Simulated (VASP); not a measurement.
Wanted: the native input for a VASP 6.6.1 run.

| Item | Value |
| --- | --- |
| Task | single point |
| Functional | r2SCAN |
| Potentials or basis | VASP PAW PBE potentials, release 64 (Mg_sv, O) |
| Cutoff | 660 eV |
| k mesh | 9 × 9 × 9 |
| Occupations | fermi-dirac, width 0.02 eV |
| Spin | no spin polarisation |
| Dipole correction | no |
| Second run | valence_matched |
| Further INCAR settings | ALGO = Normal; EDIFF = 1e-06; NBANDS = 15 |

MgO:

```
CELL_PARAMETERS angstrom
0.00000 2.13750 2.13750
2.13750 0.00000 2.13750
2.13750 2.13750 0.00000
ATOMIC_POSITIONS crystal
Mg 0.00000 0.00000 0.00000
O 0.50000 0.50000 0.50000
```

The input as run:

POSCAR

```
MgO
1.0
    0.0000000000      2.1375000000      2.1375000000
    2.1375000000      0.0000000000      2.1375000000
    2.1375000000      2.1375000000      0.0000000000
Mg O
1 1
Direct
    0.0000000000      0.0000000000      0.0000000000
    0.5000000000      0.5000000000      0.5000000000
```

INCAR.step1

```
PREC = Accurate
ENCUT = 660
ISMEAR = -1
SIGMA = 0.02
LREAL = False
LASPH = True
NELM = 120
NBANDS = 15
GGA = PE
ALGO = Normal
EDIFF = 1E-5
LWAVE = True
LCHARG = False
GGA_COMPAT = False
```

INCAR.step2

```
PREC = Accurate
ENCUT = 660
EDIFF = 1E-6
ISMEAR = -1
SIGMA = 0.02
LREAL = False
LASPH = True
NELM = 120
ALGO = Normal
ISIF = 2
LWAVE = False
LCHARG = True
METAGGA = R2SCAN
LMIXTAU = True
LELF = True
LVHAR = True
NBANDS = 15
ISTART = 1
GGA_COMPAT = False
```

KPOINTS

```
Automatic mesh
0
Gamma
  9 9 9
```

Potentials or basis: VASP PAW PBE potentials, release 64 (Mg_sv, O).

The run is started by

```sh
$ cat potpaw_PBE.64/Mg_sv/POTCAR potpaw_PBE.64/O/POTCAR > POTCAR
$ cp INCAR.step1 INCAR
$ mpirun -np 1 vasp_std > vasp.out
$ cp INCAR.step2 INCAR
$ mpirun -np 1 vasp_std > vasp.out
```

It gave:

* Pressure: -7.7 GPa
* Band gap on the k mesh: 5.22 eV, direct

Caveat: the PAW data sets were made with another functional, which shifts forces and pressure a little.

Run time: 2.4 min on 1 thread of AMD EPYC 7R43 64-Core Processor (Zen 3) (shared host), peak memory 0.13 GiB.
